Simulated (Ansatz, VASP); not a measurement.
## One calculation of Br, two programs

The input INCAR:

```
SYSTEM = Br
PREC = Accurate
ENCUT = 520
EDIFF = 1E-6
ISMEAR = -1
SIGMA = 0.05
LREAL = .FALSE.
LASPH = .TRUE.
NELM = 150
ALGO = Normal
ISIF = 2
LWAVE = .FALSE.
LCHARG = .TRUE.
MAGMOM = 0 0 0 0 0 0 0 0 0 0 0 0
LORBIT = 11
LSORBIT = .TRUE.
GGA_COMPAT = .FALSE.
LORBMOM = .TRUE.
LVHAR = .TRUE.
NBANDS = 42
```

Contents of KPOINTS:

```
regular mesh
0
G
  5 5 3
  0 0 0
```

Contents of POSCAR:

```
Br
1.0
    3.3632500000     -2.3225500000      0.0000000000
    3.3632500000      2.3225500000      0.0000000000
    0.0000000000      0.0000000000      8.7023000000
Br
4
Direct
    0.3651000000      0.6349000000      0.3901000000
    0.1349000000      0.8651000000      0.8901000000
    0.6349000000      0.3651000000      0.6099000000
    0.8651000000      0.1349000000      0.1099000000
```

Contents of input.yaml:

```yaml
crystal:
  lattice:
    - [3.36325, -2.32255, 0.0]
    - [3.36325, 2.32255, 0.0]
    - [0.0, 0.0, 8.7023]
  atoms:
    - { symbol: Br, position: [0.3651, 0.6349, 0.3901] }
    - { symbol: Br, position: [0.1349, 0.8651, 0.8901] }
    - { symbol: Br, position: [0.6349, 0.3651, 0.6099] }
    - { symbol: Br, position: [0.8651, 0.1349, 0.1099] }
hamiltonian:
  xc: lda
  pseudopotentials: { kind: paw_fr }
magnetization:
  noncollinear: true
  spin_orbit: true
kpoints:
  mp_grid: { grid: [5, 5, 3] }
  band_path:
    path:
      - [[0.0, 0.0, 0.0], [0.3692207505, -0.3692207505, 0.0], [0.0, -0.5, 0.0], [0.0, -0.5, -0.5], [0.3692207505, -0.3692207505, -0.5], [0.0, 0.0, -0.5], [0.0, 0.0, 0.0], [-0.5, -0.5, 0.0], [-0.3692207505, -0.6307792495, 0.0], [-0.3692207505, -0.6307792495, -0.5], [-0.5, -0.5, -0.5], [-0.5, -0.5, 0.0]]
      - [[0.0, 0.0, -0.5], [-0.5, -0.5, -0.5]]
    npoints: 14
scf:
  occupations: { method: fermi_dirac, width: 0.05 }
  n_extra_bands: 10
output:
  forces: true
  stress: true
  eigenvalues: true
  fatbands: true
  write_density: true
  write_potential: true
  elf: true
  volumetric_format: npy
```

Alike in both runs: functional LDA; k mesh 5 × 5 × 3; occupations fermi-dirac, width 0.05 eV; non-collinear spin, spin-orbit coupling.

|  | VASP | Ansatz |
| --- | --- | --- |
| version | VASP 6.6.1 | Ansatz 0.2.0 |
| potentials or method | VASP PAW LDA potentials, release 64 (Br) | Ansatz PAW |
| plane-wave cutoff (eV) | 520 | 420 |
| valence electrons in the cell | 28 | 28 |
| task | single point | band structure |

|  | VASP | Ansatz | Ansatz less VASP |
| --- | --- | --- | --- |
| pressure (GPa) | -1.1 | -1.1 | -0.05 |
| traceless stress, the component that is largest in VASP (GPa) | 0.71 | 0.64 | -0.072 |
| rms of the force components (eV/Å) | 0.447 | 0.427 | -0.0193 |

LDA's correlation is that of Perdew and Zunger in VASP and of Perdew and Wang (1992) in Ansatz. Atom by atom the forces differ by 0.020 eV/Å (rms over components).

Noted on Ansatz's run: the k mesh misses the band edges, so the gap on the mesh is wider than the one along the path.
